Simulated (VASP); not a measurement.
## C: relaxation of the atoms with LDA

The system is C.

```xyz
2
Lattice="0.0197 1.7590 1.7590 1.7590 0.0197 1.7590 1.7590 1.7590 0.0197" Properties=species:S:1:pos:R:3 pbc="T T T"
C     0.0007    0.0007    0.0007
C     0.8837    0.8837    0.8837
```

This cell differs from its parent crystal: strained cell.

```yaml
Program: VASP 6.6.1
Task: relaxation of the atoms
Functional: LDA
Potentials_or_basis: VASP PAW LDA potentials, release 64 (C)
Cutoff: 520 eV
k_mesh: 9 × 9 × 9
Occupations: gaussian, width 0.02 eV
Spin: no spin polarisation
Dipole_correction: no
Further_INCAR_settings: ALGO = Normal; EDIFF = 1e-07; IBRION = 2; EDIFFG = -0.002; NSW = 60
```

```
Energy gained by relaxing : 0.0 meV/atom
Ionic steps               : 3
Pressure after relaxing   : 16.0 GPa
Band gap on the k mesh    : 4.23 eV (least direct gap 5.34 eV)
```

Stress tensor (GPa, compression positive):
```
16.03 -7.09 -7.09
-7.09 16.03 -7.09
-7.09 -7.09 16.03
```

Final structure:
```xyz
2
Lattice="0.0197 1.7590 1.7590 1.7590 0.0197 1.7590 1.7590 1.7590 0.0197" Properties=species:S:1:pos:R:3 pbc="T T T"
C     0.0007    0.0007    0.0007
C     0.8837    0.8837    0.8837
```

Levels at points of the mesh, in eV from the valence-band top:
```tsv
k point	band 1	band 2	band 3	band 4	band 5	band 6	band 7	band 8
(0.00, 0.00, 0.00)	-22.14	-0.10	0.00	0.00	5.34	5.84	5.84	14.90
```

Run time: 10 s on 1 thread of Intel(R) Xeon(R) Platinum 8259CL CPU @ 2.50GHz (Skylake/Cascade Lake), with other jobs on the host, peak memory 0.11 GiB.

Caveat: the cell differs from its parent crystal (strained cell); an odd mesh through Γ misses points on the zone boundary, where band edges can lie.
